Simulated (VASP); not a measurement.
Set up this calculation in VASP 6.6.1, as the native input.

* Task: single point
* Functional: r2SCAN
* Potentials or basis: VASP PAW PBE potentials, release 64 (Zr_sv)
* Cutoff: 520 eV
* k mesh: 13 × 13 × 13
* Occupations: fermi-dirac, width 0.05 eV
* Spin: collinear spin
* Starting moments: [1.0] μB
* Dipole correction: no
* Further INCAR settings: ALGO = Normal; EDIFF = 1e-06; NBANDS = 16

Zr:

```
Zr
1.0
     0.00000    2.23450    2.23450
     2.23450    0.00000    2.23450
     2.23450    2.23450    0.00000
Zr
1
Direct
  0.00000 0.00000 0.00000
```

This isn't the form of Zr at room conditions, which is hcp.

One way to write it, as run:

POSCAR

```
Zr
1.0
    0.0000000000      2.2345008276      2.2345008276
    2.2345008276      0.0000000000      2.2345008276
    2.2345008276      2.2345008276      0.0000000000
Zr
1
Direct
    0.0000000000      0.0000000000      0.0000000000
```

INCAR.step1

```
SYSTEM = Zr
  PREC = Accurate
  ENCUT = 520
  ISMEAR = -1
  SIGMA = 0.05
  LREAL = .False.
  LASPH = .True.
  NELM = 150
  ISPIN = 2
  MAGMOM = 1
  LMAXMIX = 4
  NBANDS = 16
  GGA = PE
  ALGO = Normal
  EDIFF = 1E-4
  LWAVE = .True.
  LCHARG = .False.
```

INCAR.step2

```
SYSTEM = Zr
  PREC = Accurate
  ENCUT = 520
  EDIFF = 1E-6
  ISMEAR = -1
  SIGMA = 0.05
  LREAL = .False.
  LASPH = .True.
  NELM = 150
  ALGO = Normal
  ISIF = 2
  LWAVE = .False.
  LCHARG = .False.
  ISPIN = 2
  MAGMOM = 1
  LORBIT = 11
  LMAXMIX = 4
  METAGGA = R2SCAN
  LMIXTAU = .True.
  NBANDS = 16
  ISTART = 1
```

KPOINTS

```
regular mesh
0
Gamma
  13 13 13
  0 0 0
```

Potentials or basis: VASP PAW PBE potentials, release 64 (Zr_sv).

Launch:

```bash
$ cat potpaw_PBE.64/Zr_sv/POTCAR > POTCAR
$ cp INCAR.step1 INCAR
$ mpirun -np 1 vasp_std > vasp.out
$ cp INCAR.step2 INCAR
$ mpirun -np 1 vasp_std > vasp.out
```

Results of the run:

```json
{"Pressure": "4.5 GPa", "Band gap on the k mesh": "zero (filled and empty bands overlap)", "Net moment": "0.00 μB per cell", "Valence electrons inside the program's atomic spheres": "Zr 9.84"}
```

Caveat: the cell stands under pressure; the PAW data sets were made with another functional, which shifts forces and pressure a little.

It took 2.4 min on 1 thread of AMD EPYC 7R13 Processor (Zen 3) (shared host), peak memory 0.15 GiB.
